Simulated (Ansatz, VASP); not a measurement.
**One calculation of Hg, two programs**

The input INCAR:

```
SYSTEM = Hg
ALGO     = Normal         ! electronic algorithm
EDIFF    = 1E-8           ! SCF threshold, eV
ENCUT    = 520            ! plane-wave cutoff, eV
GGA      = PE             ! functional
ISIF     = 2              ! what is computed and relaxed
ISMEAR   = -1             ! smearing method
LASPH    = .TRUE.         ! aspherical terms in the spheres
LCHARG   = .FALSE.        ! write CHGCAR
LEFG     = .TRUE.       
LREAL    = .FALSE.        ! projectors in reciprocal space
LWAVE    = .FALSE.        ! write WAVECAR
NBANDS   = 12             ! bands
NELM     = 100            ! most SCF steps
PREC     = Accurate       ! precision mode
SIGMA    = 0.05           ! smearing width, eV
```

The input KPOINTS:

```
k-points
0
G
  12 12 12
  0 0 0
```

Contents of POSCAR:

```
Hg
1.0
    3.0936050160      0.0000000000      0.0000000000
    0.0000000000      3.0936050160      0.0000000000
    0.0000000000      0.0000000000      3.0936050160
Hg
1
Direct
    0.0000000000      0.0000000000      0.0000000000
```

Input for Ansatz:

```yaml
crystal:
  lattice:
    - [3.093605016, 0.0, 0.0]
    - [0.0, 3.093605016, 0.0]
    - [0.0, 0.0, 3.093605016]
  atoms:
    - { symbol: Hg, position: [0.0, 0.0, 0.0] }
kpoints:
  mp_grid: { grid: [12, 12, 12] }
  band_path:
    path:
      - [0.0, 0.0, 0.0]
      - [0.0, 0.5, 0.0]
      - [0.5, 0.5, 0.0]
      - [0.0, 0.0, 0.0]
      - [0.5, 0.5, 0.5]
      - [0.0, 0.5, 0.0]
      - [0.5, 0.5, 0.5]
      - [0.5, 0.5, 0.0]
    npoints: 8
scf:
  occupations: { method: fermi_dirac, width: 0.05 }
hamiltonian:
  xc: pbe
  pseudopotentials: { kind: all_electron, datasets: crystal }
output:
  forces: true
  stress: true
  eigenvalues: true
  efg: { contact_densities: true }
```

Alike in both runs: task electric field gradients; functional PBE; k mesh 12 × 12 × 12; occupations fermi-dirac, width 0.05 eV; no spin polarisation.

|  | VASP | Ansatz |
| --- | --- | --- |
| version | VASP 6.6.1 | Ansatz 0.2.0 |
| potentials or method | VASP PAW PBE potentials, release 64 (Hg), cutoff 520 eV | all-electron PAW with datasets made for the crystal, scalar-relativistic |

```csv
,VASP,Ansatz,Ansatz less VASP
pressure (GPa),0.1,0.0,-0.19
```

Ansatz ran all-electron here, and VASP with PAW potentials.

Neither program's run includes spin-orbit coupling.
